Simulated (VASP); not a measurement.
# Sb (Im-3m) in VASP: notebook

Runs on Sb. Level: LDA. Tasks: relaxation of cell and atoms.

Everything below comes from runs of VASP 6.6.1. Logs are shortened: lines on timing, memory, paths and dates and some standing lists are left out, and cuts for length are marked.

### 1 The cell of the first run

Symmetry: Im-3m, No. 229, cubic system. The conventional cell has a = 3.307 Å, b = 3.307 Å, c = 3.307 Å, α = 90.00°, β = 90.00°, γ = 90.00°. Sb (site symmetry m-3m) has 14 Sb at 2.86 to 3.31 Å within 3.8 Å.

This isn't the form of Sb at room conditions, which is rhombohedral.

### 2 Relaxation of cell and atoms, LDA, target pressure 54 GPa, at which the enthalpy is minimised

The input, INCAR:

```
SYSTEM = Sb
ALGO     = Normal         ! electronic algorithm
EDIFF    = 1E-6           ! SCF threshold, eV
EDIFFG   = -0.005         ! ionic threshold
ENCUT    = 600            ! plane-wave cutoff, eV
GGA      = CA             ! functional
IBRION   = 2              ! ionic algorithm
ISIF     = 3              ! what is computed and relaxed
ISMEAR   = -1             ! smearing method
LASPH    = .TRUE.         ! aspherical terms in the spheres
LCHARG   = .FALSE.        ! write CHGCAR
LREAL    = .FALSE.        ! projectors in reciprocal space
LWAVE    = .FALSE.        ! write WAVECAR
NELM     = 80             ! most SCF steps
NSW      = 32             ! ionic steps
PREC     = Accurate       ! precision mode
PSTRESS  = 540.0        
SIGMA    = 0.08           ! smearing width, eV
```

The input, KPOINTS:

```
k-points
0
G
  16 16 16
  0 0 0
```

The input, POSCAR:

```
Sb
1.0
   -1.6532603971      1.6532603971      1.6532603971
    1.6532603971     -1.6532603971      1.6532603971
    1.6532603971      1.6532603971     -1.6532603971
Sb
1
Direct
    0.0000000000      0.0000000000      0.0000000000
```

Potentials or basis: VASP PAW LDA potentials, release 64 (Sb).

Run with:

```console
cat potpaw_LDA.64/Sb/POTCAR > POTCAR
mpirun -np 1 vasp_std > vasp.out
```

OUTCAR:

```text
SYSTEM = Sb
   EDIFF = 1E-6
   EDIFFG = -0.005
   ENCUT = 600
   GGA = CA
   IBRION = 2
   ISIF = 3
   ISMEAR = -1
   LASPH = .TRUE.
   LREAL = .FALSE.
   NELM = 80
   NSW = 32
   PREC = Accurate
   PSTRESS = 540.0

 ion  position               nearest neighbor table
   1  0.000  0.000  0.000-

  LATTYP: Found a body centered cubic cell.
 ALAT       =     3.3065207942

  Lattice vectors:

 A1 = (  -1.6532603971,   1.6532603971,   1.6532603971)
 A2 = (   1.6532603971,  -1.6532603971,   1.6532603971)
 A3 = (   1.6532603971,   1.6532603971,  -1.6532603971)

Analysis of symmetry for initial positions (statically):
=====================================================================
 Subroutine PRICEL returns:
 Original cell was already a primitive cell.

 Routine SETGRP: Setting up the symmetry group for a
 body centered cubic supercell.

 Subroutine GETGRP returns: Found 48 space group operations
 (whereof 48 operations were pure point group operations)
 out of a pool of 48 trial point group operations.

The static configuration has the point symmetry O_h .

Analysis of symmetry for dynamics (positions and initial velocities):
=====================================================================
 Subroutine PRICEL returns:
 Original cell was already a primitive cell.

 Routine SETGRP: Setting up the symmetry group for a
 body centered cubic supercell.

 Subroutine GETGRP returns: Found 48 space group operations
 (whereof 48 operations were pure point group operations)
 out of a pool of 48 trial point group operations.

The dynamic configuration has the point symmetry O_h .

 Subroutine INISYM returns: Found 48 space group operations
 (whereof 48 operations are pure point group operations),
 and found     1 'primitive' translations

----------------------------------------------------------------------------------------

                                     Primitive cell

  volume of cell :      18.0752

  direct lattice vectors                    reciprocal lattice vectors
    -1.653260397  1.653260397  1.653260397     0.000000000  0.302432697  0.302432697
     1.653260397 -1.653260397  1.653260397     0.302432697  0.000000000  0.302432697
     1.653260397  1.653260397 -1.653260397     0.302432697  0.302432697  0.000000000
[... 88 lines left out ...]
   ISIF   =      3    stress and relaxation
   ISYM   =      2    0-nonsym 1-usesym 2-fastsym
   POTIM  = 0.5000    time-step for ionic-motion
   TEBEG  =    0.0;   TEEND  =   0.0 temperature during run
   PSTRESS=  540.0 pullay stress
   NELECT =       5.0000    total number of electrons
   NUPDOWN=      -1.0000    fix difference up-down
   EMIN   =  10.00;   EMAX   =-10.00  energy-range for DOS
   EFERMI =   0.00;   METHOD = LEGACY
   ISMEAR =    -1;   SIGMA  =   0.08  broadening in eV -4-tet -1-fermi 0-gaus
   EFERMI_NEDOS =   21; number of points for ismear=-14 and -15
   IALGO  =     38    algorithm
   IMIX   =      4    mixing-type and parameters
     AMIX     =   0.40;   BMIX     =  1.00
     AMIX_MAG =   1.60;   BMIX_MAG =  1.00
  volume/ion in A,a.u.               =      18.08       121.98
  Fermi-wavevector in a.u.,A,eV,Ry     =   1.066687  2.015746 15.480990  1.137821
  Thomas-Fermi vector in A             =   2.202279
   LORBIT       =      0    0 simple, 1 ext, 2 COOP (PROOUT), +10 PAW based schemes
   GGA     = CA    functional components
   LHFCALC =     F    Hartree Fock is set to
   AEXX    =    0.0000 exact exchange contribution
   IVDW    =     0    specifies the selected vdW correction
   LEPSILON=     F    determine dielectric tensor
   LRPA    =     F    only Hartree local field effects (RPA)
 conjugate gradient relaxation of ions
 non-spin polarized calculation
  energy-cutoff  :      600.00
  volume of cell :       18.08
 maximum number of plane-waves:       622
   NGX = 11   NGY = 11   NGZ = 11

--------------------------------------- Ionic step        1  -------------------------------------------

 number of electron       5.0000000 magnetization

 Free energy of the ion-electron system (eV)
  ---------------------------------------------------
  ext. energy  EPLUGINS =         0.00000000
  ---------------------------------------------------
  free energy    TOTEN  =        -3.69461274 eV

  energy without entropy =       -3.68321351  energy(sigma->0) =       -3.68891313

------------------------ aborting loop because EDIFF is reached ----------------------------------------

  FORCE on cell =-STRESS in cart. coord.  units (eV):
  Direction    XX          YY          ZZ          XY          YZ          ZX
  --------------------------------------------------------------------------------------
  -------------------------------------------------------------------------------------
  Total        6.2850390      6.2850390      6.2850390     -0.0000000      0.0000000      0.0000000
  in kB      557.1020801    557.1020801    557.1020801     -0.0000000      0.0000000      0.0000000
  external PRESSURE =      17.1020801 kB  Pullay stress =     540.0000000 kB
[... 61 lines left out ...]
--------------------------------------- Ionic step        3  -------------------------------------------

 number of electron       5.0000000 magnetization

 Free energy of the ion-electron system (eV)
  ---------------------------------------------------
  ext. energy  EPLUGINS =         0.00000000
  ---------------------------------------------------
  free energy    TOTEN  =        -3.73167700 eV

  energy without entropy =       -3.72024504  energy(sigma->0) =       -3.72596102

 E-fermi :  14.7159     XC(G=0): -12.1412

 val. band max:       14.6649938524   @ k =  -0.1875   0.3125   0.0625
 cond. band min:      14.7179349401   @ k =   0.3750   0.1250   0.1250
 fundamental gap:      0.0529410877
 Fermi energy:        14.7158974560

 k-point     1 :       0.0000    0.0000    0.0000
  band No.  band energies     occupation
      1      -2.1021      2.00000
      2      23.7751      0.00000
      3      23.7751      0.00000
      4      23.7751      0.00000
      5      26.3249      0.00000
      6      26.3249      0.00000
[... 199 lines left out ...]
 k-point    24 :       0.2500    0.1875    0.0000
  band No.  band energies     occupation
      1       2.1825      2.00000
      2      11.3792      2.00000
      3      13.7499      1.99999
      4      18.5695      0.00000
      5      24.4276      0.00000
      6      25.6387      0.00000

 [... further k-points ...]

------------------------ aborting loop because EDIFF is reached ----------------------------------------

  FORCE on cell =-STRESS in cart. coord.  units (eV):
  Direction    XX          YY          ZZ          XY          YZ          ZX
  --------------------------------------------------------------------------------------
  -------------------------------------------------------------------------------------
  Total        6.1264202      6.1264202      6.1264202     -0.0000000      0.0000000     -0.0000000
  in kB      539.8082010    539.8082010    539.8082010     -0.0000000      0.0000000     -0.0000000
  external PRESSURE =      -0.1917990 kB  Pullay stress =     540.0000000 kB
[... 20 lines left out ...]
  energy  without entropy=       -3.7202450390  energy(sigma->0) =       -3.72596102

  enthalpy is  TOTEN    =         2.3969200136 eV   P V=        6.1285970089

 reached required accuracy - stopping structural energy minimisation
```

Run time: 52 s. Hardware: 1 thread of AMD EPYC 7R13, shared host; peak memory 0.12 GiB.

What came out:

- Free energy: -3.7317 eV
- Relaxed volume: 18.18 Å³/atom
- Relaxed cell: a = 2.869 Å, b = 2.869 Å, c = 2.869 Å, α = 109.47°, β = 109.47°, γ = 109.47°
- Space group after relaxing (to 0.1 Å): Im-3m (No. 229)
- Energy change on relaxing (the run minimises the enthalpy): -37.1 meV/atom
- Ionic steps: 3
- Pressure after relaxing: 54.0 GPa
- Band gap on the k mesh: zero (an odd number of electrons rules out a gap without spin polarisation)

Step by step:
```
step  energy change (eV)  largest force (eV/Å)  pressure (GPa)  volume (Å³)
   1              0.0000                0.0000           55.71        18.08
   2             -0.1646                0.0000           48.01        18.58
   3             -0.0371                0.0000           53.98        18.18
```

Final structure:
```cif
data_structure
_symmetry_space_group_name_H-M 'P 1'
_symmetry_Int_Tables_number 1
_cell_length_a 2.8692
_cell_length_b 2.8692
_cell_length_c 2.8692
_cell_angle_alpha 109.471
_cell_angle_beta 109.471
_cell_angle_gamma 109.471
_cell_volume 18.18
loop_
_atom_site_label
_atom_site_type_symbol
_atom_site_fract_x
_atom_site_fract_y
_atom_site_fract_z
_atom_site_occupancy
Sb1 Sb 0.00000 0.00000 0.00000 1
```

Caveat: the cell is relaxed towards a set pressure, so the run minimises the enthalpy, not the energy; spin-orbit coupling is left out, which moves the levels of the heavy elements.

### 3 Relaxation of cell and atoms, LDA, target pressure 54 GPa, at which the enthalpy is minimised

This run uses another cell than the first one, of 18.18 Å³/atom.

The input, INCAR:

```
  ALGO = Normal
  EDIFF = 1E-7
  EDIFFG = -0.005
  ENCUT = 600
  GGA = CA
  IBRION = 2
  ISIF = 3
  ISMEAR = -1
  LASPH = T
  LCHARG = F
  LREAL = F
  LWAVE = F
  NELM = 100
  NSW = 60
  PREC = Accurate
  PSTRESS = 540.0
  SIGMA = 0.08
```

The input, KPOINTS:

```
k-points
0
Gamma
  16 16 16
```

The input, POSCAR:

```
Sb
1.0
   -1.6565546018      1.6565546018      1.6565546018
    1.6565546018     -1.6565546018      1.6565546018
    1.6565546018      1.6565546018     -1.6565546018
Sb
1
Direct
    0.0000000000      0.0000000000      0.0000000000
```

Potentials or basis: VASP PAW LDA potentials, release 64 (Sb).

Run with:

```console
cat potpaw_LDA.64/Sb/POTCAR > POTCAR
mpirun -np 1 vasp_std > vasp.out
```

It took 30 s on 1 thread of AMD EPYC 7R13, shared host; peak memory 0.11 GiB.

Results (log left out):

| Item | Value |
| --- | --- |
| Free energy | -3.7317 eV |
| Pressure after relaxing | 54.0 GPa |
| Band gap on the k mesh | zero (an odd number of electrons rules out a gap without spin polarisation) |

Final structure:
```xyz
1
Lattice="-1.6566 1.6566 1.6566 1.6566 -1.6566 1.6566 1.6566 1.6566 -1.6566" Properties=species:S:1:pos:R:3 pbc="T T T"
Sb    0.0000    0.0000    0.0000
```

Levels at points of the mesh, in eV from the Fermi level:
```tsv
k point	band 1	band 2	band 3	band 4	band 5	band 6
(0.00, 0.00, 0.00)	-16.82	9.06	9.06	9.06	11.61	11.61
(0.50, 0.00, 0.00)	-9.96	-8.62	2.51	4.60	7.31	7.96
(0.50, 0.50, 0.50)	-3.47	-3.22	-3.22	-3.22	2.04	2.04
```

Caveat: the relaxation stopped at its first step, so nothing moved; the cell is relaxed towards a set pressure, so the run minimises the enthalpy, not the energy; spin-orbit coupling is left out, which moves the levels of the heavy elements.
